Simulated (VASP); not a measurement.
# PbO2 (R-3m) in VASP: notebook

The runs below take PbO2 through relaxation of shape and atoms at fixed volume, relaxation of cell and atoms, with PBE.

Everything below comes from runs of VASP 6.6.1. Logs are shortened: lines on timing, memory, paths and dates and some standing lists are left out, and cuts for length are marked.

## Step 1: The cell of the first run

It takes space group R-3m (No. 166, trigonal). The conventional cell has a = 3.467 Å, b = 3.467 Å, c = 14.501 Å, α = 90.00°, β = 90.00°, γ = 120.00°. Within 3.0 Å of Pb (site symmetry -3m) lie 6 O at 2.26 Å. Within 3.0 Å of O (site symmetry 3m) lie 3 Pb at 2.26 Å and 3 O at 2.91 Å.

## Step 2: Relaxation of shape and atoms at fixed volume, PBE (16.78 Å³/atom)

Contents of INCAR:

```
PREC = Accurate
ENCUT = 600
EDIFF = 1E-7
ISMEAR = 0
SIGMA = 0.05
LREAL = F
LASPH = T
NELM = 80
ALGO = Normal
ISIF = 4
LWAVE = F
LCHARG = F
GGA = PE
IBRION = 2
NSW = 60
EDIFFG = -0.01
```

Contents of KPOINTS:

```
Automatic mesh
0
Gamma
  12 12 12
```

Contents of POSCAR:

```
PbO2
1.0
    1.7336128491      1.0009018451      4.8338290577
   -1.7336128491      1.0009018451      4.8338290577
    0.0000000000     -2.0018036902      4.8338290578
Pb O
1 2
Direct
    0.0000000000      0.0000000000      0.0000000000
    0.2603285920      0.2603285920      0.2603285920
    0.7396714080      0.7396714080      0.7396714080
```

Potentials or basis: VASP PAW PBE potentials, release 64 (Pb_d, O).

Command:

```console
> cat potpaw_PBE.64/Pb_d/POTCAR potpaw_PBE.64/O/POTCAR > POTCAR
> mpirun -np 1 vasp_std > vasp.out
```

OUTCAR:

```text
PREC = Accurate
   ENCUT = 600
   EDIFF = 1E-7
   ISMEAR = 0
   LREAL = F
   LASPH = T
   NELM = 80
   ISIF = 4
   GGA = PE
   IBRION = 2
   NSW = 60
   EDIFFG = -0.01

 ion  position               nearest neighbor table
   1  0.000  0.000  0.000-   3 2.26   3 2.26   2 2.26   2 2.26   3 2.26   2 2.26
   2  0.260  0.260  0.260-   1 2.26   1 2.26   1 2.26
   3  0.740  0.740  0.740-   1 2.26   1 2.26   1 2.26

  LATTYP: Found a trigonal (rhomboedric) cell.
 ALAT       =     5.2319328525
 COS(alpha) =     0.7804113408

  Lattice vectors:

 A1 = (   1.7336128491,   1.0009018451,   4.8338290577)
 A2 = (  -1.7336128491,   1.0009018451,   4.8338290577)
 A3 = (   0.0000000000,  -2.0018036902,   4.8338290578)

Analysis of symmetry for initial positions (statically):
=====================================================================
 Subroutine PRICEL returns:
 Original cell was already a primitive cell.

 Routine SETGRP: Setting up the symmetry group for a
 trigonal (rhombohedral) supercell.

 Subroutine GETGRP returns: Found 12 space group operations
 (whereof 12 operations were pure point group operations)
 out of a pool of 12 trial point group operations.

The static configuration has the point symmetry D_3d.

Analysis of symmetry for dynamics (positions and initial velocities):
=====================================================================
 Subroutine PRICEL returns:
 Original cell was already a primitive cell.

 Routine SETGRP: Setting up the symmetry group for a
 trigonal (rhombohedral) supercell.

 Subroutine GETGRP returns: Found 12 space group operations
 (whereof 12 operations were pure point group operations)
 out of a pool of 12 trial point group operations.

The dynamic configuration has the point symmetry D_3d.

 Subroutine INISYM returns: Found 12 space group operations
 (whereof 12 operations are pure point group operations),
 and found     1 'primitive' translations

----------------------------------------------------------------------------------------

                                     Primitive cell

  volume of cell :      50.3253

  direct lattice vectors                    reciprocal lattice vectors
     1.733612849  1.000901845  4.833829058     0.288415029  0.166516495  0.068958445
    -1.733612849  1.000901845  4.833829058    -0.288415029  0.166516495  0.068958445
     0.000000000 -2.001803690  4.833829058     0.000000000 -0.333032989  0.068958445

  length of vectors
     5.231932853  5.231932853  5.231932853     0.340097396  0.340097396  0.340097396

  position of ions in fractional coordinates (direct lattice)
     0.000000000  0.000000000  0.000000000
     0.260328592  0.260328592  0.260328592
     0.739671408  0.739671408  0.739671408

  ion indices of the primitive-cell ions
   primitive index   ion index
                 1           1
                 2           2
                 3           3

----------------------------------------------------------------------------------------

 KPOINTS: Automatic mesh

Automatic generation of k-mesh.
 Grid dimensions read from file:
 generate k-points for:   12   12   12

 Generating k-lattice:

  Cartesian coordinates                     Fractional coordinates (reciprocal lattice)
     0.024034586  0.013876375  0.005746537     0.083333333  0.000000000  0.000000000
    -0.024034586  0.013876375  0.005746537     0.000000000  0.083333333  0.000000000
     0.000000000 -0.027752749  0.005746537     0.000000000  0.000000000  0.083333333

  Length of vectors
     0.028341450  0.028341450  0.028341450

  Shift w.r.t. Gamma in fractional coordinates (k-lattice)
     0.000000000  0.000000000  0.000000000

 Subroutine IBZKPT returns following result:
 ===========================================

 Found    189 irreducible k-points:

 Following reciprocal coordinates:
            Coordinates               Weight
  0.000000  0.000000  0.000000      1.000000
  0.083333  0.000000 -0.000000      6.000000
  0.166667  0.000000 -0.000000      6.000000
  0.250000 -0.000000 -0.000000      6.000000
  0.333333  0.000000 -0.000000      6.000000
  0.416667  0.000000 -0.000000      6.000000
[... 16 lines left out ...]
  0.500000  0.166667 -0.000000     12.000000
 -0.416667  0.166667  0.000000     12.000000
 [... further k-points ...]
   k-points           NKPTS =    189   k-points in BZ     NKDIM =    189   number of bands    NBANDS=     17
   number of dos      NEDOS =    301   number of ions     NIONS =      3
   total plane-waves  NPLWV =  74088
   dimension x,y,z NGX =    42 NGY =   42 NGZ =   42
   dimension x,y,z NGXF=    84 NGYF=   84 NGZF=   84
   ions per type =               1   2
   NGX,Y,Z   is equivalent  to a cutoff of  13.35, 13.35, 13.35 a.u.
   NGXF,Y,Z  is equivalent  to a cutoff of  26.69, 26.69, 26.69 a.u.
 SYSTEM =  unknown system
   PREC   = accura    normal or accurate (medium, high low for compatibility)
   ISTART =      0    job   : 0-new  1-cont  2-samecut
   ICHARG =      2    charge: 1-file 2-atom 10-const
   ISPIN  =      1    spin polarized calculation?
   LNONCOLLINEAR =      F non collinear calculations
   LSORBIT =      F    spin-orbit coupling
   LASPH  =      T    aspherical Exc in radial PAW
   ENCUT  =  600.0 eV  44.10 Ry    6.64 a.u.  10.45 10.45 10.45*2*pi/ulx,y,z
   NELM   =     80;   NELMIN=  2; NELMDL= -5     # of ELM steps
   EDIFF  = 0.1E-06   stopping-criterion for ELM
   LREAL  =      F    real-space projection
   EDIFFG = -.1E-01   stopping-criterion for IOM
   NSW    =     60    number of steps for IOM
   IBRION =      2    ionic relax: 0-MD 1-quasi-New 2-CG
   NFREE  =      1    steps in history (QN), initial steepest desc. (CG)
   ISIF   =      4    stress and relaxation
   ISYM   =      2    0-nonsym 1-usesym 2-fastsym
   POTIM  = 0.5000    time-step for ionic-motion
   TEBEG  =    0.0;   TEEND  =   0.0 temperature during run
   PSTRESS=    0.0 pullay stress
   NELECT =      26.0000    total number of electrons
   NUPDOWN=      -1.0000    fix difference up-down
   EMIN   =  10.00;   EMAX   =-10.00  energy-range for DOS
   EFERMI =   0.00;   METHOD = LEGACY
   ISMEAR =     0;   SIGMA  =   0.05  broadening in eV -4-tet -1-fermi 0-gaus
   EFERMI_NEDOS =   21; number of points for ismear=-14 and -15
   IALGO  =     38    algorithm
   IMIX   =      4    mixing-type and parameters
     AMIX     =   0.40;   BMIX     =  1.00
     AMIX_MAG =   1.60;   BMIX_MAG =  1.00
  volume/ion in A,a.u.               =      16.78       113.20
  Fermi-wavevector in a.u.,A,eV,Ry     =   1.313622  2.482387 23.478267  1.725604
  Thomas-Fermi vector in A             =   2.443932
   LORBIT       =      0    0 simple, 1 ext, 2 COOP (PROOUT), +10 PAW based schemes
   GGA     = PE    functional components
   LHFCALC =     F    Hartree Fock is set to
   AEXX    =    0.0000 exact exchange contribution
   IVDW    =     0    specifies the selected vdW correction
   LEPSILON=     F    determine dielectric tensor
   LRPA    =     F    only Hartree local field effects (RPA)
 conjugate gradient relaxation of ions
 non-spin polarized calculation
 Gauss-broadening in eV      SIGMA  =   0.05
  energy-cutoff  :      600.00
  volume of cell :       50.33
 maximum number of plane-waves:      1697
 NGX is ok and might be reduce to    42
   NGX = 21   NGY = 21   NGZ = 21

--------------------------------------- Ionic step        1  -------------------------------------------

 number of electron      26.0000001 magnetization

 Free energy of the ion-electron system (eV)
  ---------------------------------------------------
  ext. energy  EPLUGINS =         0.00000000
  ---------------------------------------------------
  free energy    TOTEN  =       -15.66547788 eV

  energy without entropy =      -15.66547788  energy(sigma->0) =      -15.66547788

------------------------ aborting loop because EDIFF is reached ----------------------------------------

  FORCE on cell =-STRESS in cart. coord.  units (eV):
  Direction    XX          YY          ZZ          XY          YZ          ZX
  --------------------------------------------------------------------------------------
  -------------------------------------------------------------------------------------
  Total       -1.1008611     -1.1008611     -0.6605023     -0.0000000      0.0000000      0.0000000
  in kB      -35.0474933    -35.0474933    -21.0280389     -0.0000000      0.0000000      0.0000000
  external PRESSURE =     -30.3743418 kB  Pullay stress =       0.0000000 kB
[... 170 lines left out ...]
  energy  without entropy=      -15.6739465891  energy(sigma->0) =      -15.67394659

--------------------------------------- Ionic step        6  -------------------------------------------

 number of electron      26.0000002 magnetization

 Free energy of the ion-electron system (eV)
  ---------------------------------------------------
  ext. energy  EPLUGINS =         0.00000000
  ---------------------------------------------------
  free energy    TOTEN  =       -15.67398779 eV

  energy without entropy =      -15.67398779  energy(sigma->0) =      -15.67398779

 E-fermi :   2.5128     XC(G=0):  -9.5394

 val. band max:        2.2571605691   @ k =   0.5000   0.5000  -0.0000
 cond. band min:       2.7707060597   @ k =   0.0000   0.0000   0.0000
 fundamental gap:      0.5135454906
 Fermi energy:         2.5128304394

 k-point     1 :       0.0000    0.0000    0.0000
  band No.  band energies     occupation
      1     -15.5163      2.00000
      2     -13.6803      2.00000
      3     -13.0367      2.00000
      4     -13.0367      2.00000
      5     -12.7667      2.00000
      6     -12.7445      2.00000
[... 9 lines left out ...]
     16      12.4058      0.00000
     17      12.4058      0.00000
[... 443 lines left out ...]
      1     -15.2455      2.00000
      2     -14.5049      2.00000
      3     -12.9146      2.00000
      4     -12.7372      2.00000
      5     -12.7087      2.00000
      6     -12.2644      2.00000
[... 9 lines left out ...]
     16      11.0418      0.00000
     17      12.5210      0.00000

 [... further k-points ...]

------------------------ aborting loop because EDIFF is reached ----------------------------------------

  FORCE on cell =-STRESS in cart. coord.  units (eV):
  Direction    XX          YY          ZZ          XY          YZ          ZX
  --------------------------------------------------------------------------------------
  -------------------------------------------------------------------------------------
  Total       -0.2401488     -0.2401488     -0.2418028      0.0000000      0.0000000      0.0000000
  in kB       -7.6454813     -7.6454813     -7.6981398      0.0000000      0.0000000      0.0000000
  external PRESSURE =      -7.6630341 kB  Pullay stress =       0.0000000 kB
[... 18 lines left out ...]
  FREE ENERGIE OF THE ION-ELECTRON SYSTEM (eV)
  ---------------------------------------------------
  free  energy   TOTEN  =       -15.6739877874 eV

  energy  without entropy=      -15.6739877874  energy(sigma->0) =      -15.67398779

 reached required accuracy - stopping structural energy minimisation
```

Wall time 33 min (1 thread of Intel Xeon 8259CL, shared host); peak memory 0.41 GiB.

What came out:

```yaml
Free_energy: -15.6740 eV
Energy_gained_by_relaxing: 2.8 meV/atom
Ionic_steps: 6
Pressure_after_relaxing: -0.8 GPa
Band_gap_on_the_k_mesh: 0.51 eV (least direct gap 0.70 eV)
```

The path:
```
step  energy change (eV)  largest force (eV/Å)  pressure (GPa)  volume (Å³)
   1              0.0000                0.1826           -3.04        50.33
   2             -0.0045                0.1140           -2.34        50.33
   3             -0.0082                0.0199           -0.99        50.33
   4             -0.0082                0.0328           -0.85        50.33
   5             -0.0085                0.0127           -0.80        50.33
   6             -0.0085                0.0007           -0.77        50.33
```

Final structure:
```
CELL_PARAMETERS angstrom
1.71828 0.99205 4.92047
-1.71828 0.99205 4.92047
0.00000 -1.98410 4.92047
ATOMIC_POSITIONS crystal
Pb 0.00000 0.00000 0.00000
O 0.26200 0.26200 0.26200
O 0.73800 0.73800 0.73800
```

Levels at points of the mesh, in eV from the valence-band top:
| k point | band 10 | band 11 | band 12 | band 13 | band 14 | band 15 | band 16 | band 17 |
| --- | --- | --- | --- | --- | --- | --- | --- | --- |
| (0.00, 0.00, 0.00) | -1.28 | -0.56 | -0.56 | -0.18 | 0.51 | 5.21 | 10.15 | 10.15 |
| (0.50, 0.00, 0.00) | -2.63 | -1.37 | -0.42 | -0.39 | 3.11 | 6.97 | 8.82 | 11.42 |
| (0.50, 0.50, 0.00) | -2.73 | -1.05 | -0.26 | 0.00 | 2.90 | 6.18 | 9.40 | 10.55 |
| (0.50, 0.50, 0.50) | -1.35 | -1.16 | -0.51 | -0.51 | 1.68 | 4.98 | 10.32 | 10.32 |

Caveat: spin-orbit coupling is left out, which moves the levels of the heavy elements.

## Step 3: Relaxation of cell and atoms, PBE

This run uses another cell than the first one, of 13.96 Å³/atom.

Contents of INCAR:

```
SYSTEM = PbO2
  PREC = Accurate
  ENCUT = 600
  EDIFF = 1E-7
  ISMEAR = 0
  SIGMA = 0.05
  LREAL = .False.
  LASPH = .True.
  NELM = 60
  ALGO = Normal
  ISIF = 3
  LWAVE = .False.
  LCHARG = .False.
  GGA = PE
  IBRION = 2
  NSW = 80
  EDIFFG = -0.01
```

Contents of KPOINTS:

```
regular mesh
0
Gamma
  12 12 12
  0 0 0
```

Contents of POSCAR:

```
PbO2
1.0
    1.5873204784      0.9164399055      4.7990676281
   -1.5873204784      0.9164399055      4.7990676281
    0.0000000000     -1.8328798109      4.7990676281
Pb O
1 2
Direct
    0.0000000000      0.0000000000      0.0000000000
    0.2520000000      0.2520000000      0.2520000000
    0.7480000000      0.7480000000      0.7480000000
```

Potentials or basis: VASP PAW PBE potentials, release 64 (Pb_d, O).

Command:

```console
> cat potpaw_PBE.64/Pb_d/POTCAR potpaw_PBE.64/O/POTCAR > POTCAR
> mpirun -np 1 vasp_std > vasp.out
```

Wall time 34 min (1 thread of Intel Xeon 6975P-C (Granite Rapids), shared host); peak memory 0.4 GiB.

It converged, with:

```yaml
Free_energy: -15.6798 eV
Relaxed_volume: 14.97 Å³/atom
Relaxed_cell: a = 4.770 Å, b = 4.770 Å, c = 4.770 Å, α = 42.52°, β = 42.52°, γ = 42.52°
Space_group_after_relaxing_to_0.1_Å: R-3m (No. 166)
Energy_gained_by_relaxing: 169.4 meV/atom
Ionic_steps: 19
Pressure_after_relaxing: 0.0 GPa
Largest_force_after_relaxing: 0.003 eV/Å
Band_gap_on_the_k_mesh: zero (bands 13 and 14 overlap by 0.03 eV)
```

Forces in eV/Å, atoms in the order of the input:
```
Pb   0.000  0.000  0.000
O    0.000  0.000 -0.003
O    0.000  0.000  0.003
```

Step by step:
```tsv
step	energy change (eV)	largest force (eV/Å)	pressure (GPa)	volume (Å³)
1	0.0000	0.0509	18.08	41.89
2	-0.2071	1.3572	-10.51	52.03
3	-0.3763	0.9617	-2.20	47.44
4	-0.4798	0.4121	-1.20	47.18
5	-0.5042	0.0329	-0.33	46.92
6	-0.5042	0.0136	-0.37	46.93
7	-0.5045	0.0424	0.16	46.68
8	-0.5045	0.0367	0.06	46.72
9	-0.5048	0.0293	0.04	46.64
10	-0.5055	0.0064	0.01	46.38
11	-0.5064	0.0397	-0.02	45.86
12	-0.5069	0.0306	-0.03	45.76
13	-0.5077	0.0037	-0.05	45.46
14	-0.5077	0.0472	-0.06	44.85
15	-0.5080	0.0210	-0.06	45.18
16	-0.5081	0.0192	0.02	45.05
17	-0.5081	0.0170	0.11	44.91
18	-0.5081	0.0171	-0.16	44.89
19	-0.5081	0.0030	0.00	44.90
```

Final structure:
```
CELL_PARAMETERS angstrom
1.72973 0.99866 4.33213
-1.72973 0.99866 4.33213
0.00000 -1.99733 4.33213
ATOMIC_POSITIONS crystal
Pb 0.00000 0.00000 0.00000
O 0.25413 0.25413 0.25413
O 0.74587 0.74587 0.74587
```

Levels at points of the mesh, in eV from the Fermi level:
| k point | band 10 | band 11 | band 12 | band 13 | band 14 | band 15 | band 16 | band 17 |
| --- | --- | --- | --- | --- | --- | --- | --- | --- |
| (0.00, 0.00, 0.00) | -1.45 | -0.89 | -0.89 | -0.10 | -0.09 | 5.02 | 9.66 | 9.66 |
| (0.50, 0.00, 0.00) | -2.80 | -1.81 | -0.89 | -0.75 | 3.00 | 7.11 | 8.56 | 11.23 |
| (0.50, 0.50, 0.00) | -3.12 | -0.97 | -0.34 | -0.06 | 2.56 | 5.93 | 9.49 | 10.32 |
| (0.50, 0.50, 0.50) | -1.69 | -1.69 | -0.71 | -0.71 | 1.95 | 5.10 | 10.15 | 10.15 |

Caveat: semilocal functionals underestimate gaps, and a narrow one can read as zero; spin-orbit coupling is left out, which moves the levels of the heavy elements.

## Step 4: Relaxation of shape and atoms at fixed volume, PBE (14.95 Å³/atom)

This run uses another cell than the first one, of 14.95 Å³/atom.

Contents of INCAR:

```
  ALGO = Normal
  EDIFF = 1E-6
  EDIFFG = -0.01
  ENCUT = 600
  GGA = PE
  IBRION = 2
  ISIF = 4
  ISMEAR = 0
  LASPH = T
  LCHARG = F
  LREAL = F
  LWAVE = F
  NELM = 100
  NSW = 60
  PREC = Accurate
  SIGMA = 0.05
```

Contents of KPOINTS:

```
k-points
0
Gamma
  12 12 12
```

Contents of POSCAR:

```
PbO2
1.0
    1.7115970774      0.9881910334      4.4180013124
   -1.7115970774      0.9881910334      4.4180013124
    0.0000000000     -1.9763820667      4.4180013124
Pb O
1 2
Direct
    0.0000000000      0.0000000000      0.0000000000
    0.2556547323      0.2556547323      0.2556547323
    0.7443452677      0.7443452677      0.7443452677
```

Command:

```console
> cat potpaw_PBE.64/Pb_d/POTCAR potpaw_PBE.64/O/POTCAR > POTCAR
> mpirun -np 1 vasp_std > vasp.out
```

Wall time 6.8 min (1 thread of Intel Xeon 6975P-C (Granite Rapids), shared host); peak memory 0.36 GiB.

Results (log left out):

```yaml
Free_energy: -15.6845 eV
Energy_gained_by_relaxing: 3.1 meV/atom
Ionic_steps: 7
Pressure_after_relaxing: 0.0 GPa
Band_gap_on_the_k_mesh: zero (bands 13 and 14 overlap by 0.03 eV)
```

Step by step:
```csv
step,energy change (eV),largest force (eV/Å),pressure (GPa),volume (Å³)
1,0.0000,0.1925,2.58,44.84
2,-0.0050,0.1033,1.69,44.84
3,-0.0084,0.0448,0.23,44.84
4,-0.0084,0.0526,0.18,44.84
5,-0.0090,0.0242,0.08,44.84
6,-0.0091,0.0116,-0.05,44.84
7,-0.0092,0.0003,-0.02,44.84
```

Final structure:
```yaml
crystal:
  lattice:
    - [1.72982, 0.99871, 4.32539]
    - [-1.72982, 0.99871, 4.32539]
    - [0.00000, -1.99743, 4.32539]
  atoms:
    - { symbol: Pb, position: [0.00000, 0.00000, 0.00000] }
    - { symbol: O, position: [0.25402, 0.25402, 0.25402] }
    - { symbol: O, position: [0.74598, 0.74598, 0.74598] }
```

Levels at points of the mesh, in eV from the Fermi level:
```tsv
k point	band 9	band 10	band 11	band 12	band 13	band 14	band 15	band 16	band 17
(0.00, 0.00, 0.00)	-1.45	-1.45	-0.89	-0.89	-0.10	-0.09	5.02	9.66	9.66
(0.50, 0.00, 0.00)	-3.64	-2.80	-1.81	-0.90	-0.75	2.99	7.11	8.56	11.23
(0.50, 0.50, 0.00)	-4.15	-3.13	-0.97	-0.34	-0.06	2.56	5.92	9.49	10.32
(0.50, 0.50, 0.50)	-1.77	-1.69	-1.69	-0.71	-0.71	1.95	5.10	10.15	10.15
```

Caveat: semilocal functionals underestimate gaps, and a narrow one can read as zero; spin-orbit coupling is left out, which moves the levels of the heavy elements.

## Step 5: Summary

| task | cell | gap on the mesh (eV) | pressure (GPa) | relaxed volume (Å³/atom) |
| --- | --- | --- | --- | --- |
| relaxation of shape and atoms at fixed volume | relaxed from a = 5.232 Å, angles 38.7°, 3 atoms, atomic positions A | 0.51 | -0.8 | - |
| relaxation of cell and atoms | relaxed from a = 5.137 Å, angles 36.0°, 3 atoms, atomic positions B | none | 0.0 | 14.97 |
| relaxation of shape and atoms at fixed volume | relaxed from a = 4.840 Å, angles 41.4°, 3 atoms, atomic positions C | none | 0.0 | 14.95 |

Alike in all rows: level PBE; potentials or basis VASP PAW PBE potentials, release 64 (Pb_d, O); no spin polarisation; k mesh 12 × 12 × 12; cutoff (eV) 600; smearing gaussian 0.05 eV.

Caveats: spin-orbit coupling is left out, which moves the levels of the heavy elements; semilocal functionals underestimate gaps, and a narrow one can read as zero (at least some runs).

Total energies depend on the potentials used, so only differences within one code and one set of settings carry meaning.

The gap in the log of VASP goes by the Fermi energy; the results here count the filled bands.